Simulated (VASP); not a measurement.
Input of a VASP 6.6.1 run:

The input INCAR:

```
  PREC = Accurate
  ENCUT = 520
  EDIFF = 1E-6
  ISMEAR = 0
  SIGMA = 0.1
  LREAL = False
  LASPH = True
  NELM = 100
  ALGO = Normal
  ISIF = 2
  LWAVE = False
  LCHARG = False
  GGA = CA
  NBANDS = 28
```

File KPOINTS:

```
Automatic mesh
0
Gamma
  6 6 6
```

POSCAR

```
SrTiO3
1.0
    3.8545763383      0.0000000000      0.0000000000
    0.0000000000      3.8545763383      0.0000000000
    0.0000000000      0.0000000000      3.8545763383
Sr Ti O
1 1 3
Direct
    0.0000000000      0.0000000000      0.0000000000
    0.5000000000      0.5000000000      0.5000000000
    0.5000000000      0.0000000000      0.5000000000
    0.5000000000      0.5000000000      0.0000000000
    0.0000000000      0.5000000000      0.5000000000
```

Potentials or basis: VASP PAW LDA potentials, release 64 (Sr_sv, Ti_sv, O).

Launch:

```bash
$ cat potpaw_LDA.64/Sr_sv/POTCAR potpaw_LDA.64/Ti_sv/POTCAR potpaw_LDA.64/O/POTCAR > POTCAR
$ mpirun -np 1 vasp_std > vasp.out
```

Task: Estimate the pressure.

Result: 1.1 GPa.

Task: Predict the band gap on the k mesh.

Result: 1.81 eV, indirect (least direct gap 2.15 eV).

A k mesh can miss the band edges.
